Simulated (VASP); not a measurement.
# MnO2 (R-3m) in VASP: further runs

MnO2 is run at these levels: PBEsol+U; tasks: single point.

Program: VASP 6.6.1. These are calculated values, not measurements. Logs are shortened: lines on timing, memory, paths and dates and some standing lists are left out, and cuts for length are marked.

**1. The cell of the first run**

The structure is trigonal, space group R-3m (No. 166). The conventional cell has a = 2.924 Å, b = 2.924 Å, c = 14.155 Å, α = 90.00°, β = 90.00°, γ = 120.00°. Mn (site symmetry -3m) has 6 O at 1.93 Å within 2.6 Å. O (site symmetry 3m) has 3 Mn at 1.93 Å and 3 O at 2.53 Å within 2.6 Å.

**2. Single point, PBEsol+U, collinear spin, ferromagnetic start**

INCAR

```
SYSTEM = MnO2
  PREC = Accurate
  ENCUT = 520
  EDIFF = 1E-6
  ISMEAR = -1
  SIGMA = 0.05
  LREAL = .FALSE.
  LASPH = .TRUE.
  NELM = 150
  ALGO = Normal
  ISIF = 2
  LWAVE = .FALSE.
  LCHARG = .FALSE.
  ISPIN = 2
  MAGMOM = 4 0 0
  LORBIT = 11
  LMAXMIX = 4
  LDAU = .TRUE.
  LDAUTYPE = 2
  LDAUL = 2 -1
  LDAUU = 6 0
  LDAUJ = 0 0
  LDAUPRINT = 1
  GGA = PS
  NBANDS = 24
```

KPOINTS

```
regular mesh
0
G
  11 11 11
  0 0 0
```

POSCAR

```
MnO2
1.0
    1.4621795101      0.8441897337      4.7183955409
   -1.4621795101      0.8441897337      4.7183955409
    0.0000000000     -1.6883794675      4.7183955409
Mn O
1 2
Direct
    0.0000000000      0.0000000000      0.0000000000
    0.7333464007      0.7333464007      0.7333464007
    0.2666535993      0.2666535993      0.2666535993
```

Potentials or basis: VASP PAW PBE potentials, release 64 (Mn_pv, O).

On the command line:

```
cat potpaw_PBE.64/Mn_pv/POTCAR potpaw_PBE.64/O/POTCAR > POTCAR
mpirun -np 1 vasp_std > vasp.out
```

OUTCAR:

```text
SYSTEM = MnO2
   PREC = Accurate
   ENCUT = 520
   EDIFF = 1E-6
   ISMEAR = -1
   LREAL = .FALSE.
   LASPH = .TRUE.
   NELM = 150
   ISIF = 2
   ISPIN = 2
   LORBIT = 11
   GGA = PS

 ion  position               nearest neighbor table
   1  0.000  0.000  0.000-   2 1.93   3 1.93   2 1.93   2 1.93   3 1.93   3 1.93
   2  0.733  0.733  0.733-   1 1.93   1 1.93   1 1.93
   3  0.267  0.267  0.267-   1 1.93   1 1.93   1 1.93

  LATTYP: Found a trigonal (rhomboedric) cell.
 ALAT       =     5.0113752311
 COS(alpha) =     0.8297380752

  Lattice vectors:

 A1 = (   1.4621795101,   0.8441897337,   4.7183955409)
 A2 = (  -1.4621795101,   0.8441897337,   4.7183955409)
 A3 = (   0.0000000000,  -1.6883794675,   4.7183955409)

Analysis of symmetry for initial positions (statically):
=====================================================================
 Subroutine PRICEL returns:
 Original cell was already a primitive cell.

 Routine SETGRP: Setting up the symmetry group for a
 trigonal (rhombohedral) supercell.

 Subroutine GETGRP returns: Found 12 space group operations
 (whereof 12 operations were pure point group operations)
 out of a pool of 12 trial point group operations.

The static configuration has the point symmetry D_3d.

Analysis of symmetry for dynamics (positions and initial velocities):
=====================================================================
 Subroutine PRICEL returns:
 Original cell was already a primitive cell.

 Routine SETGRP: Setting up the symmetry group for a
 trigonal (rhombohedral) supercell.

 Subroutine GETGRP returns: Found 12 space group operations
 (whereof 12 operations were pure point group operations)
 out of a pool of 12 trial point group operations.

The dynamic configuration has the point symmetry D_3d.

Analysis of structural, dynamic, and magnetic symmetry:
=====================================================================
 Subroutine PRICEL returns:
 Original cell was already a primitive cell.

 Routine SETGRP: Setting up the symmetry group for a
 trigonal (rhombohedral) supercell.

 Subroutine GETGRP returns: Found 12 space group operations
 (whereof 12 operations were pure point group operations)
 out of a pool of 12 trial point group operations.

The overall configuration has the point symmetry D_3d.

 Subroutine INISYM returns: Found 12 space group operations
 (whereof 12 operations are pure point group operations),
 and found     1 'primitive' translations

----------------------------------------------------------------------------------------

                                     Primitive cell

  volume of cell :      34.9451

  direct lattice vectors                    reciprocal lattice vectors
     1.462179510  0.844189734  4.718395541     0.341955277  0.197427971  0.070645483
    -1.462179510  0.844189734  4.718395541    -0.341955277  0.197427971  0.070645483
     0.000000000 -1.688379467  4.718395541     0.000000000 -0.394855943  0.070645483

  length of vectors
     5.011375231  5.011375231  5.011375231     0.401125915  0.401125915  0.401125915

  position of ions in fractional coordinates (direct lattice)
     0.000000000  0.000000000  0.000000000
     0.733346401  0.733346401  0.733346401
     0.266653599  0.266653599  0.266653599

  ion indices of the primitive-cell ions
   primitive index   ion index
                 1           1
                 2           2
                 3           3

----------------------------------------------------------------------------------------

 KPOINTS: regular mesh

Automatic generation of k-mesh.
[... 71 lines left out ...]
   NFREE  =      0    steps in history (QN), initial steepest desc. (CG)
   ISIF   =      2    stress and relaxation
   ISYM   =      2    0-nonsym 1-usesym 2-fastsym
   POTIM  = 0.5000    time-step for ionic-motion
   TEBEG  =    0.0;   TEEND  =   0.0 temperature during run
   PSTRESS=    0.0 pullay stress
   NELECT =      25.0000    total number of electrons
   NUPDOWN=      -1.0000    fix difference up-down
[... 37 lines left out ...]
  o =  0.2714  v =  0.0000  0.0000  0.0000  0.0000  0.0000  0.6885  0.0000  0.0000  0.7252 -0.0000      0.0000  0.0000  0.0000  0.0000  0.0000  0.0000  0.0000  0.0000  0.0000  0.0000
  o =  0.6126  v =  0.0000 -0.7479 -0.0000  0.0000 -0.6638  0.0000  0.0000  0.0000  0.0000  0.0000      0.0000  0.0000  0.0000  0.0000  0.0000  0.0000  0.0000  0.0000  0.0000  0.0000
  o =  0.6126  v =  0.6638  0.0000  0.0000  0.7479  0.0000  0.0000  0.0000  0.0000  0.0000  0.0000      0.0000  0.0000  0.0000  0.0000  0.0000  0.0000  0.0000  0.0000  0.0000  0.0000
  o =  0.9649  v =  0.0000  0.0000 -1.0000  0.0000 -0.0000  0.0000  0.0000  0.0000  0.0000  0.0000      0.0000  0.0000  0.0000  0.0000  0.0000  0.0000  0.0000  0.0000  0.0000  0.0000
  o =  0.9672  v =  0.0000 -0.6638 -0.0000  0.0000  0.7479  0.0000  0.0000  0.0000  0.0000  0.0000      0.0000  0.0000  0.0000  0.0000  0.0000  0.0000  0.0000  0.0000  0.0000  0.0000
  o =  0.9672  v = -0.7479  0.0000  0.0000  0.6638  0.0000  0.0000  0.0000  0.0000  0.0000  0.0000      0.0000  0.0000  0.0000  0.0000  0.0000  0.0000  0.0000  0.0000  0.0000  0.0000

 number of electron      25.0000009 magnetization       3.0000060

 Free energy of the ion-electron system (eV)
  ---------------------------------------------------
  ext. energy  EPLUGINS =         0.00000000
  ---------------------------------------------------
  free energy    TOTEN  =       -21.15327793 eV

  energy without entropy =      -21.15327777  energy(sigma->0) =      -21.15327785

 E-fermi :   2.6488     XC(G=0): -10.6002

 val. band max:        2.0173584902   @ k =  -0.0909   0.0909   0.0909
 cond. band min:       3.2247462210   @ k =   0.4545   0.1818   0.1818
 fundamental gap:      1.2073877309
 Fermi energy:         2.6487928980

 spin component 1

 k-point     1 :       0.0000    0.0000    0.0000
  band No.  band energies     occupation
      1     -48.1506      1.00000
      2     -48.1506      1.00000
      3     -48.1345      1.00000
      4     -16.5369      1.00000
      5     -14.1991      1.00000
      6      -4.8059      1.00000
[... 1289 lines left out ...]
     23      22.8236      0.00000
     24      25.7379      0.00000

 [... further k-points ...]

------------------------ aborting loop because EDIFF is reached ----------------------------------------

  FORCE on cell =-STRESS in cart. coord.  units (eV):
  Direction    XX          YY          ZZ          XY          YZ          ZX
  --------------------------------------------------------------------------------------
  -------------------------------------------------------------------------------------
  Total       -0.2043638     -0.2043638      0.0350107      0.0000000     -0.0000000      0.0000000
  in kB       -9.3697552     -9.3697552      1.6051862      0.0000000     -0.0000000      0.0000000
  external PRESSURE =      -5.7114414 kB  Pullay stress =       0.0000000 kB

 VOLUME and BASIS-vectors are now :
 -----------------------------------------------------------------------------
  energy-cutoff  :      520.00
  volume of cell :       34.95
      direct lattice vectors                 reciprocal lattice vectors
     1.462179510  0.844189734  4.718395541     0.341955277  0.197427971  0.070645483
    -1.462179510  0.844189734  4.718395541    -0.341955277  0.197427971  0.070645483
     0.000000000 -1.688379467  4.718395541     0.000000000 -0.394855943  0.070645483

 POSITION                                       TOTAL-FORCE (eV/Angst)
 -----------------------------------------------------------------------------------
      0.00000      0.00000      0.00000         0.000000      0.000000     -0.000000
      0.00000     -0.00000     10.38066         0.000000     -0.000000      0.026321
      0.00000     -0.00000      3.77453         0.000000      0.000000     -0.026321
 -----------------------------------------------------------------------------------
    total drift:                               -0.000000      0.000000     -0.000000

  FREE ENERGIE OF THE ION-ELECTRON SYSTEM (eV)
  ---------------------------------------------------
  free  energy   TOTEN  =       -21.1532779281 eV

  energy  without entropy=      -21.1532777732  energy(sigma->0) =      -21.15327785

 total charge

# of ion       s       p       d       tot
------------------------------------------
    1        0.350   6.448   4.818  11.616
    2        1.578   3.392   0.000   4.970
    3        1.578   3.392   0.000   4.970
--------------------------------------------------
tot          3.506  13.231   4.818  21.555

 magnetization (x)

# of ion       s       p       d       tot
------------------------------------------
    1        0.033   0.046   3.396   3.476
    2        0.001  -0.231   0.000  -0.230
    3        0.001  -0.231   0.000  -0.230
--------------------------------------------------
tot          0.035  -0.416   3.396   3.015
```

Wall time 17 min (1 thread of Oxide Virtual Turin-like, shared host); peak memory 0.37 GiB.

What came out:

```yaml
Free_energy: -21.1533 eV
Pressure: -0.6 GPa
Largest_force: 0.026 eV/Å
Band_gap_on_the_k_mesh: 1.21 eV, indirect (least direct gap 1.41 eV)
Net_moment: 3.00 μB per cell
Site_moments: Mn +3.48; O -0.23 μB
Valence_electrons_inside_the_program's_atomic_spheres: Mn 11.62; O 4.97
```

Forces on the atoms (eV/Å):
```
Mn   0.000  0.000  0.000
O    0.000  0.000  0.026
O    0.000  0.000 -0.026
```

Stress tensor (GPa, compression positive):
```
-0.94  0.00  0.00
 0.00 -0.94  0.00
 0.00  0.00  0.16
```

Eigenvalues of the final occupation matrices:
| site | spin | trace | eigenvalues |
| --- | --- | --- | --- |
| site 1 d | 1 | 4.12 | 0.61 0.61 0.96 0.97 0.97 |
| site 1 d | 2 | 0.72 | 0.06 0.06 0.06 0.27 0.27 |

Caveat: the PAW data sets were made with another functional, which shifts forces and pressure a little; a cell with one magnetic atom can't hold antiferromagnetic order, which such compounds often take. A k mesh can miss the band edges.

**3. Single point, PBEsol+U, collinear spin, ferromagnetic start**

This run uses another cell than the first one, of 11.71 Å³/atom, 1.005 times its volume.

INCAR

```
PREC = Accurate ; ENCUT = 520
EDIFF = 1E-7 ; ISMEAR = -1
SIGMA = 0.05 ; LREAL = False
LASPH = True ; NELM = 150
ALGO = Normal ; ISIF = 2
LWAVE = False ; LCHARG = False
ISPIN = 2 ; MAGMOM = 4 0 0
LORBIT = 11 ; LMAXMIX = 4
LDAU = True ; LDAUTYPE = 2
LDAUL = 2 -1 ; LDAUU = 8 0
LDAUJ = 0 0 ; LDAUPRINT = 1
GGA = PS ; NBANDS = 24
```

KPOINTS

```
Automatic mesh
0
Gamma
  11 11 11
```

POSCAR

```
MnO2
1.0
    1.5018543751      0.8670960277      4.4962745895
   -1.5018543751      0.8670960277      4.4962745895
    0.0000000000     -1.7341920555      4.4962745895
Mn O
1 2
Direct
    0.0000000000      0.0000000000      0.0000000000
    0.7367084723      0.7367084723      0.7367084723
    0.2632915277      0.2632915277      0.2632915277
```

Potentials or basis: VASP PAW PBE potentials, release 64 (Mn_pv, O).

On the command line:

```
cat potpaw_PBE.64/Mn_pv/POTCAR potpaw_PBE.64/O/POTCAR > POTCAR
mpirun -np 1 vasp_std > vasp.out
```

It took 17 min on 1 thread of Oxide Virtual Turin-like, shared host; peak memory 0.33 GiB.

It converged, with:

| Property | Result |
| --- | --- |
| Free energy | -20.0838 eV |
| Pressure | -2.2 GPa |
| Largest force | 0.087 eV/Å |
| Band gap on the k mesh | 0.25 eV, indirect (least direct gap 0.54 eV) |
| Net moment | 3.00 μB per cell |
| Site moments | Mn +3.88; O -0.41 μB |
| Valence electrons inside the program's atomic spheres | Mn 11.50; O 4.94 |

Forces in eV/Å, atoms in the order of the input:
```
Mn   0.000  0.000  0.000
O    0.000  0.000 -0.087
O    0.000  0.000  0.087
```

Stress tensor (GPa, compression positive):
```
-2.89  0.00  0.00
 0.00 -2.89  0.00
 0.00  0.00 -0.78
```

Levels at points of the mesh, in eV from the valence-band top:
Spin up:
| k point | band 12 | band 13 | band 14 | band 15 | band 16 | band 17 |
| --- | --- | --- | --- | --- | --- | --- |
| (0.00, 0.00, 0.00) | -0.74 | -0.74 | -0.14 | 1.83 | 1.83 | 6.42 |
Spin down:
| k point | band 9 | band 10 | band 11 | band 12 | band 13 | band 14 |
| --- | --- | --- | --- | --- | --- | --- |
| (0.00, 0.00, 0.00) | -1.43 | -1.43 | -0.92 | 4.80 | 4.80 | 5.66 |

Eigenvalues of the final occupation matrices:
```tsv
site	spin	trace	eigenvalues
site 1 d	1	4.30	0.70 0.70 0.96 0.97 0.97
site 1 d	2	0.50	0.04 0.04 0.04 0.19 0.19
```

Caveat: the PAW data sets were made with another functional, which shifts forces and pressure a little; a cell with one magnetic atom can't hold antiferromagnetic order, which such compounds often take. The state reached can hang on the start; a lower one may exist.

**4. Single point, PBEsol+U, collinear spin, ferromagnetic start**

This run uses another cell than the first one, of 11.54 Å³/atom, 0.991 times its volume.

INCAR

```
PREC = Accurate
ENCUT = 520
EDIFF = 1E-6
ISMEAR = -1
SIGMA = 0.05
LREAL = False
LASPH = True
NELM = 150
ALGO = Normal
ISIF = 2
LWAVE = False
LCHARG = True
ISPIN = 2
MAGMOM = 4 0 0
LORBIT = 11
LMAXMIX = 4
LDAU = True
LDAUTYPE = 2
LDAUL = 2 -1
LDAUU = 1 0
LDAUJ = 0 0
LDAUPRINT = 1
GGA = PS
LELF = True
LVHAR = True
NBANDS = 24
```

KPOINTS is that of step 3.

POSCAR

```
MnO2
1.0
    1.4246452622      0.8225193256      4.9249443848
   -1.4246452622      0.8225193256      4.9249443848
    0.0000000000     -1.6450386513      4.9249443848
Mn O
1 2
Direct
    0.0000000000      0.0000000000      0.0000000000
    0.7308217009      0.7308217009      0.7308217009
    0.2691782991      0.2691782991      0.2691782991
```

On the command line:

```
cat potpaw_PBE.64/Mn_pv/POTCAR potpaw_PBE.64/O/POTCAR > POTCAR
mpirun -np 1 vasp_std > vasp.out
```

Wall time 16 min (1 thread of Oxide Virtual Turin-like, shared host); peak memory 0.37 GiB.

Results (log left out):

```yaml
Free_energy: -24.3517 eV
Pressure: 1.0 GPa
Largest_force: 0.093 eV/Å
Band_gap_on_the_k_mesh: 1.33 eV, indirect (least direct gap 1.41 eV)
Net_moment: 3.00 μB per cell
Site_moments: Mn +2.90; O +0.01 μB
Valence_electrons_inside_the_program's_atomic_spheres: Mn 11.78; O 4.98
```

Forces in eV/Å, atoms in the order of the input:
```
Mn   0.000  0.000  0.000
O    0.000  0.000  0.093
O    0.000  0.000 -0.093
```

Stress tensor (GPa, compression positive):
```
1.09 0.00 0.00
0.00 1.09 0.00
0.00 0.00 0.70
```

Levels at points of the mesh, in eV from the valence-band top:
Spin up:
```tsv
k point	band 10	band 11	band 12	band 13	band 14	band 15	band 16	band 17	band 18	band 19
(0.00, 0.00, 0.00)	-2.57	-1.12	-1.12	-1.11	-0.31	3.13	3.13	7.15	10.47	13.80
```
Spin down:
```tsv
k point	band 8	band 9	band 10	band 11	band 12	band 13	band 14	band 15
(0.00, 0.00, 0.00)	-4.77	-1.09	-1.09	-0.99	1.33	1.33	2.97	4.62
```

Eigenvalues of the final occupation matrices:
```tsv
site	spin	trace	eigenvalues
site 1 d	1	3.90	0.52 0.52 0.95 0.95 0.95
site 1 d	2	1.06	0.11 0.12 0.12 0.36 0.36
```

Caveat: the PAW data sets were made with another functional, which shifts forces and pressure a little; a cell with one magnetic atom can't hold antiferromagnetic order, which such compounds often take.

**5. Single point, PBEsol+U, collinear spin, ferromagnetic start**

This run uses another cell than the first one, of 11.55 Å³/atom, 0.991 times its volume.

INCAR

```
ALGO     = Normal         # electronic algorithm
EDIFF    = 1E-6           # SCF threshold, eV
ENCUT    = 520            # plane-wave cutoff, eV
GGA      = PS             # functional
ISIF     = 2              # what is computed and relaxed
ISMEAR   = -1             # smearing method
ISPIN    = 2              # spin polarisation
LASPH    = True           # aspherical terms in the spheres
LCHARG   = False          # write CHGCAR
LDAU     = True           # DFT+U
LDAUJ    = 0 0          
LDAUL    = 2 -1           # shell
LDAUPRINT= 1            
LDAUTYPE = 2            
LDAUU    = 2 0            # U, eV
LMAXMIX  = 4              # l up to which the mixer works
LORBIT   = 11             # projections on sites
LREAL    = False          # projectors in reciprocal space
LWAVE    = False          # write WAVECAR
MAGMOM   = 4 0 0          # initial moments
NBANDS   = 24             # bands
NELM     = 150            # most SCF steps
PREC     = Accurate       # precision mode
SIGMA    = 0.05           # smearing width, eV
```

KPOINTS

```
k-points
0
Gamma
  11 11 11
```

POSCAR

```
MnO2
1.0
    1.4293574911      0.8252399322      4.8955199872
   -1.4293574911      0.8252399322      4.8955199872
    0.0000000000     -1.6504798645      4.8955199872
Mn O
1 2
Direct
    0.0000000000      0.0000000000      0.0000000000
    0.7311194966      0.7311194966      0.7311194966
    0.2688805034      0.2688805034      0.2688805034
```

On the command line:

```
cat potpaw_PBE.64/Mn_pv/POTCAR potpaw_PBE.64/O/POTCAR > POTCAR
mpirun -np 1 vasp_std > vasp.out
```

Wall time 15 min (1 thread of Oxide Virtual Turin-like, shared host); peak memory 0.37 GiB.

The run converged. Its results:

| Item | Value |
| --- | --- |
| Free energy | -23.6641 eV |
| Pressure | 0.9 GPa |
| Largest force | 0.098 eV/Å |
| Band gap on the k mesh | 1.93 eV, indirect (least direct gap 2.03 eV) |
| Net moment | 3.00 μB per cell |
| Site moments | Mn +2.99; O -0.02 μB |
| Valence electrons inside the program's atomic spheres | Mn 11.76; O 4.98 |

Forces on the atoms (eV/Å):
```
Mn   0.000  0.000  0.000
O    0.000  0.000  0.098
O    0.000  0.000 -0.098
```

Stress tensor (GPa, compression positive):
```
0.94 0.00 0.00
0.00 0.94 0.00
0.00 0.00 0.69
```

Levels at points of the mesh, in eV from the valence-band top:
Spin up:
| k point | band 11 | band 12 | band 13 | band 14 | band 15 | band 16 | band 17 | band 18 |
| --- | --- | --- | --- | --- | --- | --- | --- | --- |
| (0.00, 0.00, 0.00) | -0.84 | -0.84 | -0.78 | -0.39 | 3.29 | 3.29 | 7.36 | 10.66 |
Spin down:
| k point | band 9 | band 10 | band 11 | band 12 | band 13 | band 14 |
| --- | --- | --- | --- | --- | --- | --- |
| (0.00, 0.00, 0.00) | -0.87 | -0.87 | -0.74 | 1.93 | 1.93 | 3.51 |

Eigenvalues of the final occupation matrices:
| site | spin | trace | eigenvalues |
| --- | --- | --- | --- |
| site 1 d | 1 | 3.93 | 0.53 0.53 0.96 0.96 0.96 |
| site 1 d | 2 | 1.01 | 0.10 0.11 0.11 0.35 0.35 |

Caveat: the PAW data sets were made with another functional, which shifts forces and pressure a little; a cell with one magnetic atom can't hold antiferromagnetic order, which such compounds often take.

**6. Summary**

```csv
U,cell,gap on the mesh (eV),pressure (GPa),moment (μB),largest force (eV/Å)
Mn d U = 6.0 eV,"a = 5.011 Å, angles 33.9°, 3 atoms",1.21,-0.6,3.00,0.03
Mn d U = 8.0 eV,"a = 4.819 Å, angles 36.3°, 3 atoms",0.25,-2.2,3.00,0.09
Mn d U = 1.0 eV,"a = 5.192 Å, angles 31.8°, 3 atoms",1.33,1.0,3.00,0.09
Mn d U = 2.0 eV,"a = 5.166 Å, angles 32.1°, 3 atoms",1.93,0.9,3.00,0.10
```

Alike in all rows: task single point; level PBEsol+U; potentials or basis VASP PAW PBE potentials, release 64 (Mn_pv, O); spin collinear, ferromagnetic start; k mesh 11 × 11 × 11; cutoff (eV) 520; smearing fermi-dirac 0.05 eV.

Caveats: the PAW data sets were made with another functional, which shifts forces and pressure a little; a cell with one magnetic atom can't hold antiferromagnetic order, which such compounds often take.

Total energies depend on the potentials used, so only differences within one code and one set of settings carry meaning.
